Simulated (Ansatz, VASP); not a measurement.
# Mo: VASP beside Ansatz

```
Mo
1.0
    -1.57342    1.57342    1.57342
     1.57342   -1.57342    1.57342
     1.57342    1.57342   -1.57342
Mo
1
Direct
  0.00000 0.00000 0.00000
```

Alike in both runs: task relaxation of cell and atoms; functional LDA; k mesh 28 × 28 × 28; occupations gaussian, width 0.2 eV; no spin polarisation.

|  | VASP | Ansatz |
| --- | --- | --- |
| version | VASP 6.6.1 | Ansatz 0.2.0 |
| potentials or method | VASP PAW LDA potentials, release 64 (Mo_sv) | scalar-relativistic, plane waves, PAW |
| plane-wave cutoff (eV) | 600 | 420 |
| valence electrons in the cell | 14 | 14 |

Ansatz gave:

| Quantity | Value |
| --- | --- |
| gap on the k mesh at the Fermi level, each at its own relaxed structure (eV) | none |
| relaxed volume (Å³/atom) | 15.07 |
| relaxed cell length with the largest relative difference (Å) | 2.695 |

Question: Which values does VASP return?

Answer: gap on the k mesh at the Fermi level, each at its own relaxed structure (eV): none; relaxed volume (Å³/atom): 15.13; relaxed cell length with the largest relative difference (Å): 2.698.

LDA's correlation is that of Perdew and Zunger in VASP and of Perdew and Wang (1992) in Ansatz. A gap of «none» marks a metal or a gap that the smearing closes.
